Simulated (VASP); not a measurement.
CdS:

```
CELL_PARAMETERS angstrom
0.00000 2.91650 2.91650
2.91650 0.00000 2.91650
2.91650 2.91650 0.00000
ATOMIC_POSITIONS crystal
Cd 0.03752 0.96263 0.00510
S 0.73498 0.76430 0.74528
```

This cell differs from its parent crystal: atoms moved at random.

* Program: VASP 6.6.1
* Task: relaxation of the atoms
* Functional: LDA
* Potentials or basis: VASP PAW LDA potentials, release 64 (Cd, S)
* Cutoff: 520 eV
* k mesh: 6 × 6 × 6
* Occupations: fermi-dirac, width 0.05 eV
* Spin: non-collinear spin, typed start, spin-orbit coupling
* Starting moments: [[0.0, 0.0, 0.5], [0.0, 0.0, 0.0]] μB

At the start: pressure -0.8 GPa; volume 24.81 Å³/atom.

Q: How do energy, volume and symmetry change on relaxing?

A: Over 8 steps the energy falls by 61.3 meV/atom at a fixed cell; space group Cm (No. 8, to 0.1 Å) before, F-43m (No. 216, to 0.1 Å); moment 0.00 μB per cell.

The path:
| step | energy change (eV) | largest force (eV/Å) | pressure (GPa) |
| --- | --- | --- | --- |
| 1 | 0.0000 | 1.2424 | -0.83 |
| 2 | -0.0937 | 0.4756 | -1.74 |
| 3 | -0.1078 | 0.3742 | -1.88 |
| 4 | -0.1079 | 0.3681 | -1.88 |
| 5 | -0.1188 | 0.1895 | -1.99 |
| 6 | -0.1217 | 0.0871 | -2.02 |
| 7 | -0.1224 | 0.0344 | -2.03 |
| 8 | -0.1225 | 0.0042 | -2.03 |

Final structure:
```
Cd S
1.0
     0.00000    2.91650    2.91650
     2.91650    0.00000    2.91650
     2.91650    2.91650    0.00000
Cd S
1 1
Direct
  0.01124 0.98840 0.00032
  0.76126 0.73853 0.75007
```

Caveat: the cell differs from its parent crystal (atoms moved at random).
